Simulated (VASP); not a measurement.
Write the native input for VASP 6.6.1 that does the following.

* Task: single point
* Functional: r2SCAN
* Potentials or basis: VASP PAW PBE potentials, release 64 (Sn_d, Te)
* Cutoff: 550 eV
* k mesh: 12 × 12 × 12
* Occupations: gaussian, width 0.15 eV
* Spin: no spin polarisation
* Dipole correction: no
* Further INCAR settings: ALGO = Normal; EDIFF = 1e-06; NBANDS = 17

SnTe:

```
Sn Te
1.0
     3.90470    0.00000    0.00000
     0.00000    3.90470    0.00000
     0.00000    0.00000    3.90470
Sn Te
1 1
Direct
  0.00000 0.00000 0.00000
  0.50000 0.50000 0.53842
```

This cell differs from its parent crystal: all Te atoms moved +0.150 Å, as atom 2 along Cartesian [0 0 1].

The input as run:

POSCAR

```
SnTe
1.0
    3.9047000000      0.0000000000      0.0000000000
    0.0000000000      3.9047000000      0.0000000000
    0.0000000000      0.0000000000      3.9047000000
Sn Te
1 1
Direct
    0.0000000000      0.0000000000      0.0000000000
    0.5000000000      0.5000000000      0.5384152432
```

INCAR.step1

```
SYSTEM = SnTe
  PREC = Accurate
  ENCUT = 550
  ISMEAR = 0
  SIGMA = 0.15
  LREAL = .FALSE.
  LASPH = .TRUE.
  NELM = 120
  NBANDS = 17
  GGA = PE
  ALGO = Normal
  EDIFF = 1E-5
  LWAVE = .TRUE.
  LCHARG = .FALSE.
  GGA_COMPAT = .FALSE.
```

INCAR.step2

```
SYSTEM = SnTe
  PREC = Accurate
  ENCUT = 550
  EDIFF = 1E-6
  ISMEAR = 0
  SIGMA = 0.15
  LREAL = .FALSE.
  LASPH = .TRUE.
  NELM = 120
  ALGO = Normal
  ISIF = 2
  LWAVE = .FALSE.
  LCHARG = .TRUE.
  METAGGA = R2SCAN
  LMIXTAU = .TRUE.
  LELF = .TRUE.
  LVHAR = .TRUE.
  NBANDS = 17
  ISTART = 1
  GGA_COMPAT = .FALSE.
```

KPOINTS

```
regular mesh
0
G
  12 12 12
  0 0 0
```

Potentials or basis: VASP PAW PBE potentials, release 64 (Sn_d, Te).

Command:

```sh
$ cat potpaw_PBE.64/Sn_d/POTCAR potpaw_PBE.64/Te/POTCAR > POTCAR
$ cp INCAR.step1 INCAR
$ mpirun -np 1 vasp_std > vasp.out
$ cp INCAR.step2 INCAR
$ mpirun -np 1 vasp_std > vasp.out
```

Results of the run:

```
Pressure               : -0.4 GPa
Largest force          : 0.174 eV/Å
Band gap on the k mesh : zero (bands 10 and 11 overlap by 1.69 eV)
```

Caveat: the cell differs from its parent crystal (all Te atoms moved +0.150 Å, as atom 2 along Cartesian [0 0 1]); the PAW data sets were made with another functional, which shifts forces and pressure a little; spin-orbit coupling is left out, which moves the levels of the heavy elements.

It took 11 min on 1 thread of Oxide Virtual Turin-like Processor (shared host), peak memory 0.3 GiB.
